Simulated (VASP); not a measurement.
A run of VASP 6.6.1 is set up as follows.

INCAR

```
SYSTEM = FePt
PREC     = Accurate       ! precision mode
ENCUT    = 520            ! plane-wave cutoff, eV
EDIFF    = 1E-6           ! SCF threshold, eV
ISMEAR   = 0              ! smearing method
SIGMA    = 0.013000000000000001 ! smearing width, eV
LREAL    = .False.        ! projectors in reciprocal space
LASPH    = .True.         ! aspherical terms in the spheres
NELM     = 150            ! most SCF steps
ALGO     = Normal         ! electronic algorithm
ISIF     = 2              ! what is computed and relaxed
LWAVE    = .False.        ! write WAVECAR
LCHARG   = .False.        ! write CHGCAR
ISPIN    = 2              ! spin polarisation
MAGMOM   = 0 3            ! initial moments
LORBIT   = 11             ! projections on sites
LMAXMIX  = 4              ! l up to which the mixer works
GGA      = PE             ! functional
NBANDS   = 20             ! bands
```

The input KPOINTS:

```
regular mesh
0
Gamma
  10 10 7
  0 0 0
```

POSCAR

```
FePt
1.0
    2.7235000000      0.0000000000      0.0000000000
    0.0000000000      2.7235000000      0.0000000000
    0.0000000000      0.0000000000      3.7200000000
Pt Fe
1 1
Direct
    0.5000000000      0.5000000000      0.5000000000
    0.0000000000      0.0000000000      0.0000000000
```

Potentials or basis: VASP PAW PBE potentials, release 64 (Pt, Fe).

The run is started by

```sh
$ cat potpaw_PBE.64/Pt/POTCAR potpaw_PBE.64/Fe/POTCAR > POTCAR
$ mpirun -np 1 vasp_std > vasp.out
```

(1) What does it give for the pressure?

(2) Predict the net moment.

(3) Predict the site moments.

Answers

(1) 2.8 GPa.

(2) 3.25 μB per cell.

(3) Pt +0.32; Fe +2.91 μB.
